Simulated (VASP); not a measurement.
# La in VASP: further runs

Aim: see how the results for La move with the level of theory and the settings. Levels: PBEsol, r2SCAN. Tasks: single point.

All numbers are computed with VASP 6.6.1; they aren't measurements. Logs are shortened: lines on timing, memory, paths and dates and some standing lists are left out, and cuts for length are marked.

## 1. The cell of the first run

The structure is tetragonal, space group I4/mmm (No. 139). Conventional cell: a = 4.163 Å, b = 4.163 Å, c = 4.248 Å, α = 90.00°, β = 90.00°, γ = 90.00°. Within 4.8 Å of La (site symmetry 4/mmm) lie 14 La at 3.63 to 4.25 Å.

## 2. Single point, PBEsol

The input, INCAR:

```
  ALGO = Normal
  EDIFF = 1E-7
  ENCUT = 520
  GGA = PS
  ISIF = 2
  ISMEAR = -1
  LASPH = T
  LCHARG = F
  LREAL = F
  LWAVE = F
  NBANDS = 12
  NELM = 100
  PREC = Accurate
  SIGMA = 0.05
```

The input, KPOINTS:

```
k-points
0
Gamma
  9 9 9
```

The input, POSCAR:

```
La
1.0
   -2.0813544496      2.0813544496      2.1238310710
    2.0813544496     -2.0813544496      2.1238310710
    2.0813544496      2.0813544496     -2.1238310710
La
1
Direct
    0.0000000000      0.0000000000      0.0000000000
```

Potentials or basis: VASP PAW PBE potentials, release 64 (La).

Command:

```bash
$ cat potpaw_PBE.64/La/POTCAR > POTCAR
$ mpirun -np 1 vasp_std > vasp.out
```

OUTCAR:

```text
EDIFF = 1E-7
   ENCUT = 520
   GGA = PS
   ISIF = 2
   ISMEAR = -1
   LASPH = T
   LREAL = F
   NELM = 100
   PREC = Accurate

 ion  position               nearest neighbor table
   1  0.000  0.000  0.000-

  LATTYP: Found a body centered tetragonal cell.
 ALAT       =     4.1627088992
 C/A-ratio  =     1.0204081633

  Lattice vectors:

 A1 = (  -2.0813544496,   2.0813544496,   2.1238310710)
 A2 = (   2.0813544496,  -2.0813544496,   2.1238310710)
 A3 = (   2.0813544496,   2.0813544496,  -2.1238310710)

Analysis of symmetry for initial positions (statically):
=====================================================================
 Subroutine PRICEL returns:
 Original cell was already a primitive cell.

 Routine SETGRP: Setting up the symmetry group for a
 body centered tetragonal supercell.

 Subroutine GETGRP returns: Found 16 space group operations
 (whereof 16 operations were pure point group operations)
 out of a pool of 16 trial point group operations.

The static configuration has the point symmetry D_4h.

Analysis of symmetry for dynamics (positions and initial velocities):
=====================================================================
 Subroutine PRICEL returns:
 Original cell was already a primitive cell.

 Routine SETGRP: Setting up the symmetry group for a
 body centered tetragonal supercell.

 Subroutine GETGRP returns: Found 16 space group operations
 (whereof 16 operations were pure point group operations)
 out of a pool of 16 trial point group operations.

The dynamic configuration has the point symmetry D_4h.

 Subroutine INISYM returns: Found 16 space group operations
 (whereof 16 operations are pure point group operations),
 and found     1 'primitive' translations

----------------------------------------------------------------------------------------

                                     Primitive cell

  volume of cell :      36.8021

  direct lattice vectors                    reciprocal lattice vectors
    -2.081354450  2.081354450  2.123831071     0.000000000  0.240228184  0.235423620
     2.081354450 -2.081354450  2.123831071     0.240228184  0.000000000  0.235423620
     2.081354450  2.081354450 -2.123831071     0.240228184  0.240228184  0.000000000

  length of vectors
     3.629701242  3.629701242  3.629701242     0.336353774  0.336353774  0.339733956

  position of ions in fractional coordinates (direct lattice)
     0.000000000  0.000000000  0.000000000

  ion indices of the primitive-cell ions
   primitive index   ion index
                 1           1

----------------------------------------------------------------------------------------

 KPOINTS: k-points

Automatic generation of k-mesh.
 Grid dimensions read from file:
 generate k-points for:    9    9    9

 Generating k-lattice:

  Cartesian coordinates                     Fractional coordinates (reciprocal lattice)
     0.000000000  0.026692020  0.026158180     0.111111111  0.000000000  0.000000000
     0.026692020  0.000000000  0.026158180     0.000000000  0.111111111  0.000000000
     0.026692020  0.026692020  0.000000000     0.000000000  0.000000000  0.111111111

  Length of vectors
     0.037372642  0.037372642  0.037748217

  Shift w.r.t. Gamma in fractional coordinates (k-lattice)
     0.000000000  0.000000000  0.000000000

 Subroutine IBZKPT returns following result:
 ===========================================

 Found     75 irreducible k-points:

 Following reciprocal coordinates:
            Coordinates               Weight
  0.000000  0.000000  0.000000      1.000000
  0.111111 -0.000000  0.000000      8.000000
  0.222222 -0.000000  0.000000      8.000000
  0.333333  0.000000  0.000000      8.000000
  0.444444 -0.000000  0.000000      8.000000
  0.111111  0.111111  0.000000      8.000000
[... 16 lines left out ...]
 -0.333333  0.333333  0.000000      4.000000
  0.444444  0.444444  0.000000      8.000000
 [... further k-points ...]
   k-points           NKPTS =     75   k-points in BZ     NKDIM =     75   number of bands    NBANDS=     12
   number of dos      NEDOS =    301   number of ions     NIONS =      1
   total plane-waves  NPLWV =  21952
   dimension x,y,z NGX =    28 NGY =   28 NGZ =   28
   dimension x,y,z NGXF=    56 NGYF=   56 NGZF=   56
   ions per type =               1
   NGX,Y,Z   is equivalent  to a cutoff of  12.82, 12.82, 12.82 a.u.
   NGXF,Y,Z  is equivalent  to a cutoff of  25.65, 25.65, 25.65 a.u.
 SYSTEM =  unknown system
   PREC   = accura    normal or accurate (medium, high low for compatibility)
   ISTART =      0    job   : 0-new  1-cont  2-samecut
   ICHARG =      2    charge: 1-file 2-atom 10-const
   ISPIN  =      1    spin polarized calculation?
   LNONCOLLINEAR =      F non collinear calculations
   LSORBIT =      F    spin-orbit coupling
   LASPH  =      T    aspherical Exc in radial PAW
   ENCUT  =  520.0 eV  38.22 Ry    6.18 a.u.   6.75  6.75  6.75*2*pi/ulx,y,z
   NELM   =    100;   NELMIN=  2; NELMDL= -5     # of ELM steps
   EDIFF  = 0.1E-06   stopping-criterion for ELM
   LREAL  =      F    real-space projection
   EDIFFG = 0.1E-05   stopping-criterion for IOM
   NSW    =      0    number of steps for IOM
   IBRION =     -1    ionic relax: 0-MD 1-quasi-New 2-CG
   NFREE  =      0    steps in history (QN), initial steepest desc. (CG)
   ISIF   =      2    stress and relaxation
   ISYM   =      2    0-nonsym 1-usesym 2-fastsym
   POTIM  = 0.5000    time-step for ionic-motion
   TEBEG  =    0.0;   TEEND  =   0.0 temperature during run
   PSTRESS=    0.0 pullay stress
   NELECT =      11.0000    total number of electrons
   NUPDOWN=      -1.0000    fix difference up-down
   EMIN   =  10.00;   EMAX   =-10.00  energy-range for DOS
   EFERMI =   0.00;   METHOD = LEGACY
   ISMEAR =    -1;   SIGMA  =   0.05  broadening in eV -4-tet -1-fermi 0-gaus
   EFERMI_NEDOS =   21; number of points for ismear=-14 and -15
   IALGO  =     38    algorithm
   IMIX   =      4    mixing-type and parameters
     AMIX     =   0.40;   BMIX     =  1.00
     AMIX_MAG =   1.60;   BMIX_MAG =  1.00
  volume/ion in A,a.u.               =      36.80       248.35
  Fermi-wavevector in a.u.,A,eV,Ry     =   1.094582  2.068460 16.301278  1.198110
  Thomas-Fermi vector in A             =   2.230890
   LORBIT       =      0    0 simple, 1 ext, 2 COOP (PROOUT), +10 PAW based schemes
   GGA     = PS    functional components
   LHFCALC =     F    Hartree Fock is set to
   AEXX    =    0.0000 exact exchange contribution
   IVDW    =     0    specifies the selected vdW correction
   LEPSILON=     F    determine dielectric tensor
   LRPA    =     F    only Hartree local field effects (RPA)
 non-spin polarized calculation
  energy-cutoff  :      520.00
  volume of cell :       36.80
 maximum number of plane-waves:      1004
   NGX = 13   NGY = 13   NGZ = 13

 number of electron      11.0000001 magnetization

 Free energy of the ion-electron system (eV)
  ---------------------------------------------------
  ext. energy  EPLUGINS =         0.00000000
  ---------------------------------------------------
  free energy    TOTEN  =        -5.21454018 eV

  energy without entropy =       -5.18876102  energy(sigma->0) =       -5.20165060

 E-fermi :   7.8028     XC(G=0):  -9.7212

 val. band max:        7.7925199487   @ k =   0.4444   0.3333   0.0000
 cond. band min:       7.8046732317   @ k =   0.3333   0.1111   0.0000
 fundamental gap:      0.0121532831
 Fermi energy:         7.8027837383

 k-point     1 :       0.0000    0.0000    0.0000
  band No.  band energies     occupation
      1     -25.0370      2.00000
      2      -7.9406      2.00000
      3      -7.9406      2.00000
      4      -7.9399      2.00000
      5       4.5709      2.00000
      6       9.2334      0.00000
      7       9.2334      0.00000
      8       9.3439      0.00000
      9       9.3813      0.00000
     10       9.3813      0.00000
     11       9.4196      0.00000
     12      10.1234      0.00000

 k-point     2 :       0.1111   -0.0000    0.0000
  band No.  band energies     occupation
      1     -25.0124      2.00000
      2      -8.1303      2.00000
      3      -7.9949      2.00000
      4      -7.9418      2.00000
      5       4.9547      2.00000
      6       8.8129      0.00000
      7       8.8683      0.00000
      8       9.3495      0.00000
      9       9.4493      0.00000
     10       9.6315      0.00000
     11       9.6992      0.00000
     12      10.0911      0.00000

 k-point     3 :       0.2222   -0.0000    0.0000
  band No.  band energies     occupation
      1     -24.9493      2.00000
      2      -8.5804      2.00000
      3      -8.1288      2.00000
      4      -7.9460      2.00000
      5       5.7871      2.00000
      6       8.3503      0.00004
      7       8.4161      0.00001
      8       9.3294      0.00000
      9       9.6116      0.00000
     10       9.7627      0.00000
     11       9.8788      0.00000
     12      10.0506      0.00000
[... 286 lines left out ...]
 k-point    23 :      -0.3333    0.3333    0.0000
  band No.  band energies     occupation
      1     -24.8727      2.00000
      2      -9.0453      2.00000
      3      -8.2921      2.00000
      4      -7.9694      2.00000
      5       6.1417      2.00000
      6       7.7505      1.47962
      7       8.8794      0.00000
      8       9.3644      0.00000
      9       9.6887      0.00000
     10       9.8347      0.00000
     11       9.9672      0.00000
     12      10.0511      0.00000

 k-point    24 :       0.4444    0.4444    0.0000
  band No.  band energies     occupation
      1     -24.8102      2.00000
      2      -9.3169      2.00000
      3      -8.4617      2.00000
      4      -8.0418      2.00000
      5       6.2196      2.00000
      6       7.5626      1.98373
      7       9.3736      0.00000
      8       9.3980      0.00000
      9       9.7234      0.00000
     10       9.9777      0.00000
     11      10.0154      0.00000
     12      10.0786      0.00000

 [... further k-points ...]
[... 5 lines left out ...]
  --------------------------------------------------------------------------------------
  -------------------------------------------------------------------------------------
  Total       -0.4490143     -0.4490143     -0.2512277      0.0000000      0.0000000      0.0000000
  in kB      -19.5478348    -19.5478348    -10.9371992      0.0000000      0.0000000      0.0000000
  external PRESSURE =     -16.6776229 kB  Pullay stress =       0.0000000 kB

 VOLUME and BASIS-vectors are now :
 -----------------------------------------------------------------------------
  energy-cutoff  :      520.00
  volume of cell :       36.80
      direct lattice vectors                 reciprocal lattice vectors
    -2.081354450  2.081354450  2.123831071     0.000000000  0.240228184  0.235423620
     2.081354450 -2.081354450  2.123831071     0.240228184  0.000000000  0.235423620
     2.081354450  2.081354450 -2.123831071     0.240228184  0.240228184  0.000000000

 POSITION                                       TOTAL-FORCE (eV/Angst)
 -----------------------------------------------------------------------------------
      0.00000      0.00000      0.00000        -0.000000     -0.000000     -0.000000
 -----------------------------------------------------------------------------------
    total drift:                                0.000000      0.000000     -0.000000

  FREE ENERGIE OF THE ION-ELECTRON SYSTEM (eV)
  ---------------------------------------------------
  free  energy   TOTEN  =        -5.2145401812 eV

  energy  without entropy=       -5.1887610206  energy(sigma->0) =       -5.20165060
```

It took 17 s on 1 thread of AMD EPYC 9R45 (Zen 5), shared host; peak memory 0.16 GiB.

What came out:

* Free energy: -5.2145 eV
* Pressure: -1.7 GPa

Stress tensor (GPa, compression positive):
```
-1.95  0.00  0.00
 0.00 -1.95  0.00
 0.00  0.00 -1.09
```

Caveat: the PAW data sets were made with another functional, which shifts forces and pressure a little; spin-orbit coupling is left out, which moves the levels of the heavy elements.

## 3. Single point, r2SCAN

This run uses another cell than the first one, of 39.85 Å³/atom, 1.083 times its volume.

The input, POSCAR:

```
La
1.0
   -2.1517794217      2.1517794217      2.1517794217
    2.1517794217     -2.1517794217      2.1517794217
    2.1517794217      2.1517794217     -2.1517794217
La
1
Direct
    0.0000000000      0.0000000000      0.0000000000
```

The input, INCAR.step1:

```
SYSTEM = La
PREC     = Accurate       ! precision mode
ENCUT    = 520            ! plane-wave cutoff, eV
ISMEAR   = -1             ! smearing method
SIGMA    = 0.05           ! smearing width, eV
LREAL    = .FALSE.        ! projectors in reciprocal space
LASPH    = .TRUE.         ! aspherical terms in the spheres
NELM     = 60             ! most SCF steps
NBANDS   = 12             ! bands
GGA      = PE             ! functional
ALGO     = Normal         ! electronic algorithm
EDIFF    = 1E-4           ! SCF threshold, eV
LWAVE    = .TRUE.         ! write WAVECAR
LCHARG   = .FALSE.        ! write CHGCAR
```

The input, INCAR.step2:

```
SYSTEM = La
PREC     = Accurate       ! precision mode
ENCUT    = 520            ! plane-wave cutoff, eV
EDIFF    = 1E-6           ! SCF threshold, eV
ISMEAR   = -1             ! smearing method
SIGMA    = 0.05           ! smearing width, eV
LREAL    = .FALSE.        ! projectors in reciprocal space
LASPH    = .TRUE.         ! aspherical terms in the spheres
NELM     = 60             ! most SCF steps
ALGO     = Normal         ! electronic algorithm
ISIF     = 2              ! what is computed and relaxed
LWAVE    = .FALSE.        ! write WAVECAR
LCHARG   = .FALSE.        ! write CHGCAR
METAGGA  = R2SCAN         ! meta-GGA
LMIXTAU  = .TRUE.       
NBANDS   = 12             ! bands
ISTART   = 1
```

The input, KPOINTS:

```
regular mesh
0
G
  9 9 9
  0 0 0
```

Potentials or basis: VASP PAW PBE potentials, release 64 (La).

Command:

```bash
$ cat potpaw_PBE.64/La/POTCAR > POTCAR
$ cp INCAR.step1 INCAR
$ mpirun -np 1 vasp_std > vasp.out
$ cp INCAR.step2 INCAR
$ mpirun -np 1 vasp_std > vasp.out
```

It took 76 s on 1 thread of AMD EPYC 7R13 (Zen 3), shared host; peak memory 0.15 GiB.

It converged, with:

| Quantity | Value |
| --- | --- |
| Free energy | -29.6324 eV |
| Pressure | -1.1 GPa |

Levels at points of the mesh, in eV from the Fermi level:
```csv
k point,band 3,band 4,band 5,band 6,band 7,band 8,band 9,band 10
"(0.00, 0.00, 0.00)",-16.89,-16.89,-3.44,1.61,1.61,1.61,1.65,1.65
```

Caveat: the PAW data sets were made with another functional, which shifts forces and pressure a little; spin-orbit coupling is left out, which moves the levels of the heavy elements.
